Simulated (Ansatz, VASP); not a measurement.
**Two plane-wave programs on Ti3Al**

Contents of INCAR:

```
SYSTEM = Ti3Al
ALGO     = Normal         ! electronic algorithm
EDIFF    = 1E-6           ! SCF threshold, eV
ENCUT    = 520            ! plane-wave cutoff, eV
GGA      = PE             ! functional
ISIF     = 2              ! what is computed and relaxed
ISMEAR   = 0              ! smearing method
ISPIN    = 2              ! spin polarisation
LASPH    = .True.         ! aspherical terms in the spheres
LCHARG   = .True.         ! write CHGCAR
LELF     = .True.         ! ELF
LMAXMIX  = 4              ! l up to which the mixer works
LORBIT   = 11             ! projections on sites
LREAL    = .False.        ! projectors in reciprocal space
LVHAR    = .True.       
LWAVE    = .False.        ! write WAVECAR
MAGMOM   = 0.27 0.27 1.13 0 ! initial moments
NBANDS   = 32             ! bands
NELM     = 150            ! most SCF steps
PREC     = Accurate       ! precision mode
SIGMA    = 0.1            ! smearing width, eV
```

The input KPOINTS:

```
k-points
0
Gamma
  12 12 12
  0 0 0
```

Contents of POSCAR:

```
Ti3Al
1.0
    0.0000000000      3.2939706467      3.2939706467
    3.2939706467      0.0000000000      3.2939706467
    3.2939706467      3.2939706467      0.0000000000
Ti Al
3 1
Direct
    0.7500000000      0.7500000000      0.7500000000
    0.2500000000      0.2500000000      0.2500000000
    0.0000000000      0.0000000000      0.0000000000
    0.5000000000      0.5000000000      0.5000000000
```

Input for Ansatz:

```yaml
crystal:
  lattice:
    - [0.0, 3.2939706467, 3.2939706467]
    - [3.2939706467, 0.0, 3.2939706467]
    - [3.2939706467, 3.2939706467, 0.0]
  atoms:
    - { symbol: Ti, position: [0.75, 0.75, 0.75], spin: 0.27 }
    - { symbol: Ti, position: [0.25, 0.25, 0.25], spin: 0.27 }
    - { symbol: Ti, position: [0.0, 0.0, 0.0], spin: 1.13 }
    - { symbol: Al, position: [0.5, 0.5, 0.5] }
basis:
  ecutwfc: 420
kpoints:
  mp_grid: { grid: [12, 12, 12] }
hamiltonian:
  xc: pbe
scf:
  occupations: { method: gaussian, width: 0.1 }
output:
  forces: true
  stress: true
  eigenvalues: true
  populations: true
  write_density: true
  write_potential: true
  elf: true
  volumetric_format: npy
magnetization:
  spin_polarized: true
```

Alike in both runs: task single point; functional PBE; k mesh 12 × 12 × 12; occupations gaussian, width 0.1 eV; collinear spin.

|  | VASP | Ansatz |
| --- | --- | --- |
| version | VASP 6.6.1 | Ansatz 0.2.0 |
| potentials or method | VASP PAW PBE potentials, release 64 (Ti_sv, Al), cutoff 520 eV | scalar-relativistic, plane waves, PAW |
| valence electrons in the cell | 39 | 39 |

```tsv
	VASP	Ansatz	Ansatz less VASP
gap on the k mesh at the Fermi level (eV)	none	none	-
pressure (GPa)	-5.7	-5.6	+0.08
net moment per atom (μB)	0.55	0.55	0.000
size of the moment on the site where the two differ most (μB)	1.08	1.12	+0.036
```

Site moments also hang on the region over which each program counts them. A gap of «none» marks a metal or a gap that the smearing closes.
